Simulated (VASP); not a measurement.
Input of a VASP 6.6.1 run:

Contents of INCAR:

```
ALGO     = Normal         # electronic algorithm
EDIFF    = 1E-6           # SCF threshold, eV
ENCUT    = 520            # plane-wave cutoff, eV
GGA      = PE             # functional
ISIF     = 2              # what is computed and relaxed
ISMEAR   = 0              # smearing method
LASPH    = True           # aspherical terms in the spheres
LCHARG   = True           # write CHGCAR
LELF     = True           # ELF
LREAL    = False          # projectors in reciprocal space
LVHAR    = True         
LWAVE    = False          # write WAVECAR
NBANDS   = 19             # bands
NELM     = 100            # most SCF steps
PREC     = Accurate       # precision mode
SIGMA    = 0.1            # smearing width, eV
```

KPOINTS

```
k-points
0
Gamma
  12 12 12
```

POSCAR

```
Mg2S3
1.0
    1.9268448883      1.1124644150      7.4700734243
   -1.9268448883      1.1124644150      7.4700734243
    0.0000000000     -2.2249288299      7.4700734243
Mg S
2 3
Direct
    0.4012820497      0.4012820497      0.4012820497
    0.5987179503      0.5987179503      0.5987179503
    0.0000000000      0.0000000000      0.0000000000
    0.2130522384      0.2130522384      0.2130522384
    0.7869477616      0.7869477616      0.7869477616
```

Potentials or basis: VASP PAW PBE potentials, release 64 (Mg, S).

Command:

```console
$ cat potpaw_PBE.64/Mg/POTCAR potpaw_PBE.64/S/POTCAR > POTCAR
$ mpirun -np 1 vasp_std > vasp.out
```

Question: What does it give for the band gap on the k mesh?

Answer: Zero (band 11 reaches 3.55 eV, above the bottom of band 12 at 3.04 eV).

Question: What does it give for the largest force?

Answer: 0.014 eV/Å.

Forces on the atoms (eV/Å):
```
Mg   0.000  0.000 -0.002
Mg   0.000  0.000  0.002
S    0.000  0.000  0.000
S    0.000  0.000  0.014
S    0.000  0.000 -0.014
```
